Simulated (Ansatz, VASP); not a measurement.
**N in VASP and in Ansatz**

```
CELL_PARAMETERS angstrom
7.03385 0.00000 0.00000
0.00000 7.03385 0.00000
0.00000 0.00000 7.03385
ATOMIC_POSITIONS crystal
N 0.25230 0.92536 0.98005
N 0.28780 0.02609 0.86709
N 0.54063 0.75150 0.46436
N 0.52952 0.86280 0.35641
N 0.81234 0.91257 0.99111
N 0.70162 0.86705 0.89195
N 0.08969 0.69943 0.35647
N 0.95234 0.64720 0.30590
N 0.92163 0.36283 0.70620
N 0.93963 0.21293 0.66912
N 0.50334 0.51296 0.02382
N 0.53969 0.39576 0.92832
```

Alike in both runs: functional LDA; k mesh 1 × 1 × 1; occupations fermi-dirac, width 0.02 eV; no spin polarisation.

Ansatz relaxed the structure, and its values are those at the end. VASP's run is a single point on that final structure, the one shown.

```csv
,VASP,Ansatz
version,VASP 6.6.1,Ansatz 0.2.0
potentials or method,"VASP PAW LDA potentials, release 64 (N), cutoff 520 eV","scalar-relativistic, plane waves, PAW"
valence electrons in the cell,60,60
```

|  | VASP | Ansatz | Ansatz less VASP |
| --- | --- | --- | --- |
| rms of the force components (eV/Å) | 0.902 | 0.020 | -0.8815 |

LDA's correlation is that of Perdew and Zunger in VASP and of Perdew and Wang (1992) in Ansatz. One of these differences is far larger than is usual between the two programs; its cause wasn't traced.

Noted on VASP's run: the standard files for N, O and F lose accuracy on very short bonds.
